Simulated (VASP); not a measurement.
Wanted: the native input for a VASP 6.6.1 run.

| Quantity | Value |
| --- | --- |
| Task | single point |
| Functional | r2SCAN |
| Potentials or basis | VASP PAW PBE potentials, release 64 (Rh_pv) |
| Cutoff | 440 eV |
| k mesh | 15 × 15 × 1 |
| Occupations | fermi-dirac, width 0.08 eV |
| Spin | no spin polarisation |
| Dipole correction | no |
| Further INCAR settings | ALGO = Normal; EDIFF = 1e-06; NBANDS = 46 |

System: Rh, a slab with vacuum.

```xyz
5
Lattice="2.6875 0.0000 0.0000 -1.3438 2.3275 0.0000 0.0000 0.0000 24.7774" Properties=species:S:1:pos:R:3 pbc="T T T"
Rh    2.0156    0.3879    8.0460
Rh   -0.6719    1.9395   10.1985
Rh    0.6719    1.1637   12.3887
Rh    2.0156    0.3879   14.5789
Rh   -0.6719    1.9395   16.7314
```

One way to write it, as run:

POSCAR

```
Rh
1.0
    2.6875107702      0.0000000000      0.0000000000
   -1.3437553851      2.3274526000      0.0000000000
    0.0000000000      0.0000000000     24.7774000000
Rh
5
Direct
    0.8333333333      0.1666666667      0.3247329720
    0.1666666667      0.8333333333      0.4116068306
    0.5000000000      0.5000000000      0.5000000012
    0.8333333333      0.1666666667      0.5883931688
    0.1666666667      0.8333333333      0.6752670274
```

INCAR.step1

```
SYSTEM = Rh
ALGO = Normal
EDIFF = 1E-5
ENCUT = 440
GGA = PE
GGA_COMPAT = .False.
ISMEAR = -1
LASPH = .True.
LCHARG = .False.
LREAL = .False.
LWAVE = .True.
NBANDS = 46
NELM = 120
NELMDL = -8
PREC = Accurate
SIGMA = 0.08
```

INCAR.step2

```
SYSTEM = Rh
ALGO = Normal
EDIFF = 1E-6
ENCUT = 440
GGA_COMPAT = .False.
ISIF = 2
ISMEAR = -1
ISTART = 1
LASPH = .True.
LCHARG = .False.
LMIXTAU = .True.
LREAL = .False.
LWAVE = .False.
METAGGA = R2SCAN
NBANDS = 46
NELM = 120
PREC = Accurate
SIGMA = 0.08
```

KPOINTS

```
k-points
0
Gamma
  15 15 1
  0 0 0
```

Potentials or basis: VASP PAW PBE potentials, release 64 (Rh_pv).

Command:

```bash
$ cat potpaw_PBE.64/Rh_pv/POTCAR > POTCAR
$ cp INCAR.step1 INCAR
$ mpirun -np 1 vasp_std > vasp.out
$ cp INCAR.step2 INCAR
$ mpirun -np 1 vasp_std > vasp.out
```

Results of the run:

```
Largest force          : 0.051 eV/Å
Band gap on the k mesh : zero (an odd number of electrons rules out a gap without spin polarisation)
```

Caveat: the PAW data sets were made with another functional, which shifts forces and pressure a little.

It took 22 min on 1 thread of Intel Xeon 8259CL, with other jobs on the host, peak memory 0.3 GiB.
